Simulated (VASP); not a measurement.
Write the native input for VASP 6.6.1 that does the following.

```yaml
Task: single point
Functional: PBE
Potentials_or_basis: VASP PAW PBE potentials, release 64 (Cd, F)
Cutoff: 520 eV
k_mesh: 8 × 8 × 8
Occupations: fermi-dirac, width 0.02 eV
Spin: no spin polarisation
Dipole_correction: no
Further_INCAR_settings: ALGO = Normal; EDIFF = 1e-06; NBANDS = 20
```

The structure of CdF2 lies in POSCAR:

```
CdF2
1.0
    0.0000000000      2.7310879153      2.6672838473
    2.7310879153      0.0000000000      2.6672838473
    2.7310879153      2.7310879153      0.0000000000
Cd F
1 2
Direct
    0.0000000000      0.0000000000      0.0000000000
    0.2500000000      0.2500000000      0.2500000000
    0.7500000000      0.7500000000      0.7500000000
```

This cell differs from its parent crystal: epitaxial xy strain +1.4%.

One way to write it, as run:

INCAR

```
PREC = Accurate
ENCUT = 520
EDIFF = 1E-6
ISMEAR = -1
SIGMA = 0.02
LREAL = F
LASPH = T
NELM = 60
ALGO = Normal
ISIF = 2
LWAVE = F
LCHARG = F
GGA = PE
NBANDS = 20
```

KPOINTS

```
Automatic mesh
0
Gamma
  8 8 8
```

Potentials or basis: VASP PAW PBE potentials, release 64 (Cd, F).

Command:

```console
$ cat potpaw_PBE.64/Cd/POTCAR potpaw_PBE.64/F/POTCAR > POTCAR
$ mpirun -np 1 vasp_std > vasp.out
```

It gave:

```yaml
Pressure: 4.1 GPa
Band_gap_on_the_k_mesh: 2.98 eV (least direct gap 3.50 eV)
```

Caveat: the cell differs from its parent crystal (epitaxial xy strain +1.4%); the cell stands under pressure.

It took 99 s on 1 thread of AMD EPYC 7R13 (shared host), peak memory 0.16 GiB.
